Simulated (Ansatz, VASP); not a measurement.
Two plane-wave programs on Zr3S2

```
Zr S
1.0
     4.98571    0.00000    0.00000
    -2.49286    4.31775    0.00000
     0.00000    0.00000    4.87611
Zr S
3 2
Direct
  0.33333 0.66667 0.89501
  0.66667 0.33333 0.89501
  0.00000 0.00000 0.39605
  0.33333 0.66667 0.39508
  0.66667 0.33333 0.39508
```

Alike in both runs: functional PBE; k mesh 6 × 6 × 2; occupations gaussian, width 0.1 eV; no spin polarisation.

Ansatz relaxed the structure, and its values are those at the end. VASP's run is a single point on that final structure, the one shown.

|  | VASP | Ansatz |
| --- | --- | --- |
| version | VASP 6.6.1 | Ansatz 0.2.0 |
| potentials or method | VASP PAW PBE potentials, release 64 (Zr_sv, S), cutoff 520 eV | scalar-relativistic, plane waves, PAW |
| valence electrons in the cell | 48 | 48 |

```tsv
	VASP	Ansatz	Ansatz less VASP
gap on the k mesh at the Fermi level (eV)	none	none	-
pressure (GPa)	0.0	0.0	0.00
```

A gap of «none» marks a metal or a gap that the smearing closes. The functional is the same, so the differences come from potentials, cutoffs and numerics.

The k mesh is coarse, so the values compare programs but aren't converged.
